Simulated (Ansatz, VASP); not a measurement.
Two plane-wave programs on Si

The input INCAR:

```
SYSTEM = Si
  PREC = Accurate
  ENCUT = 520
  EDIFF = 1E-6
  ISMEAR = 0
  SIGMA = 0.05
  LREAL = .FALSE.
  LASPH = .TRUE.
  NELM = 60
  ALGO = Normal
  ISIF = 2
  LWAVE = .FALSE.
  LCHARG = .FALSE.
  GGA = PE
  NBANDS = 21
```

File KPOINTS:

```
Automatic mesh
0
G
  8 8 3
  0 0 0
```

File POSCAR:

```
Si
1.0
    2.7154700000     -2.7154700000      0.0000000000
    2.7154700000      0.0000000000     -2.7154700000
    6.3362776980      4.9782711510      4.9782711510
Si
6
Direct
    0.5763763900      0.5763763900      0.5416333333
    0.9652763900     -0.0347236100      0.2083000000
    0.1874763900      0.1874763900      0.8749666667
    0.5347013900      0.5347013900      0.7916333333
    0.9236013900      0.9236013900      0.4583000000
    0.3125013900      0.3125013900      0.1249666667
```

Input for Ansatz:

```yaml
crystal:
  lattice:
    - [2.71547, -2.71547, 0.0]
    - [2.71547, 0.0, -2.71547]
    - [6.336277698, 4.978271151, 4.978271151]
  atoms:
    - { symbol: Si, position: [0.57637639, 0.57637639, 0.5416333333] }
    - { symbol: Si, position: [0.96527639, -0.03472361, 0.2083] }
    - { symbol: Si, position: [0.18747639, 0.18747639, 0.8749666667] }
    - { symbol: Si, position: [0.53470139, 0.53470139, 0.7916333333] }
    - { symbol: Si, position: [0.92360139, 0.92360139, 0.4583] }
    - { symbol: Si, position: [0.31250139, 0.31250139, 0.1249666667] }
basis:
  ecutwfc: 420
kpoints:
  mp_grid: { grid: [8, 8, 3] }
hamiltonian:
  xc: pbe
scf:
  occupations: { method: gaussian, width: 0.05 }
output:
  forces: true
  stress: true
  eigenvalues: true
```

Alike in both runs: task single point; functional PBE; k mesh 8 × 8 × 3; occupations gaussian, width 0.05 eV; no spin polarisation.

|  | VASP | Ansatz |
| --- | --- | --- |
| version | VASP 6.6.1 | Ansatz 0.2.0 |
| potentials or method | VASP PAW PBE potentials, release 64 (Si), cutoff 520 eV | scalar-relativistic, plane waves, PAW |
| valence electrons in the cell | 24 | 24 |

```tsv
	VASP	Ansatz	Ansatz less VASP
gap on the k mesh at the Fermi level (eV)	none	none	-
pressure (GPa)	0.7	0.8	+0.08
traceless stress, the component that is largest in VASP (GPa)	-5.98	-5.97	+0.010
rms of the force components (eV/Å)	0.407	0.408	+0.0007
```

Atom by atom the forces differ by 0.002 eV/Å (rms over components). A gap of «none» marks a metal or a gap that the smearing closes.
